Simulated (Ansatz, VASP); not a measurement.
# Two plane-wave programs on KCl

File POSCAR:

```
KCl
1.0
    0.0000000000      3.1673081600      3.1673081600
    3.1673081600      0.0000000000      3.1673081600
    3.1673081600      3.1673081600      0.0000000000
K Cl
1 1
Direct
    0.0000000000      0.0000000000      0.0000000000
    0.5000000000      0.5000000000      0.5000000000
```

The input INCAR.step1:

```
SYSTEM = KCl
PREC     = Accurate       ! precision mode
ENCUT    = 520            ! plane-wave cutoff, eV
ISMEAR   = -1             ! smearing method
SIGMA    = 0.02           ! smearing width, eV
LREAL    = .FALSE.        ! projectors in reciprocal space
LASPH    = .TRUE.         ! aspherical terms in the spheres
NELM     = 80             ! most SCF steps
GGA      = PE             ! functional
ALGO     = Normal         ! electronic algorithm
EDIFF    = 1E-4           ! SCF threshold, eV
LWAVE    = .TRUE.         ! write WAVECAR
LCHARG   = .FALSE.        ! write CHGCAR
```

INCAR.step2

```
SYSTEM = KCl
PREC     = Accurate       ! precision mode
ENCUT    = 520            ! plane-wave cutoff, eV
EDIFF    = 1E-7           ! SCF threshold, eV
ISMEAR   = -1             ! smearing method
SIGMA    = 0.02           ! smearing width, eV
LREAL    = .FALSE.        ! projectors in reciprocal space
LASPH    = .TRUE.         ! aspherical terms in the spheres
NELM     = 80             ! most SCF steps
ALGO     = Normal         ! electronic algorithm
ISIF     = 2              ! what is computed and relaxed
LWAVE    = .FALSE.        ! write WAVECAR
LCHARG   = .FALSE.        ! write CHGCAR
METAGGA  = R2SCAN         ! meta-GGA
LMIXTAU  = .TRUE.       
IBRION   = 2              ! ionic algorithm
NSW      = 50             ! ionic steps
EDIFFG   = -0.01          ! ionic threshold
ISTART   = 1
```

The input KPOINTS:

```
regular mesh
0
G
  8 8 8
  0 0 0
```

Input for Ansatz:

```yaml
crystal:
  lattice:
    - [0.0, 3.16730816, 3.16730816]
    - [3.16730816, 0.0, 3.16730816]
    - [3.16730816, 3.16730816, 0.0]
  atoms:
    - { symbol: K, position: [0.0, 0.0, 0.0] }
    - { symbol: Cl, position: [0.5, 0.5, 0.5] }
  symmetry: { tolerance: 0.0003 }
hamiltonian:
  xc: r2scan
  pseudopotentials: { kind: paw, azcp: { folder: soft_1 } }
basis:
  ecutwfc: 500
magnetization:
  spin_polarized: false
scf:
  occupations: { method: fermi_dirac, width: 0.02 }
kpoints:
  mp_grid: { grid: [8, 8, 8], shift: [0, 0, 0] }
  band_path:
    path:
      - [0.0, 0.0, 0.0]
      - [0.5, 0.0, 0.5]
      - [0.625, 0.25, 0.625]
      - [0.375, 0.375, 0.75]
      - [0.0, 0.0, 0.0]
      - [0.5, 0.5, 0.5]
      - [0.5, 0.25, 0.75]
      - [0.5, 0.0, 0.5]
    npoints: 10
output:
  forces: true
  stress: true
  eigenvalues: true
  write_potential: true
  elf: true
  volumetric_format: npy
  dos: { e_range: [-12, 8], de: 0.05 }
relax:
  max_steps: 30
```

Alike in both runs: task relaxation of the atoms; functional r2SCAN; k mesh 8 × 8 × 8; occupations fermi-dirac, width 0.02 eV; no spin polarisation.

|  | VASP | Ansatz |
| --- | --- | --- |
| version | VASP 6.6.1 | Ansatz 0.2.0 |
| potentials or method | VASP PAW PBE potentials, release 64 (K_sv, Cl), cutoff 520 eV | PAW plane waves |
| valence electrons in the cell | 16 | 16 |

```tsv
	VASP	Ansatz	Ansatz less VASP
gap on the k mesh at the Fermi level, each at its own relaxed structure (eV)	5.76	5.76	-0.004
```

VASP's potentials were made for PBE, not for r2SCAN. Ansatz's warnings: stress scf threshold loose.

Noted on VASP's run: the relaxation stopped at its first step, so nothing moved.
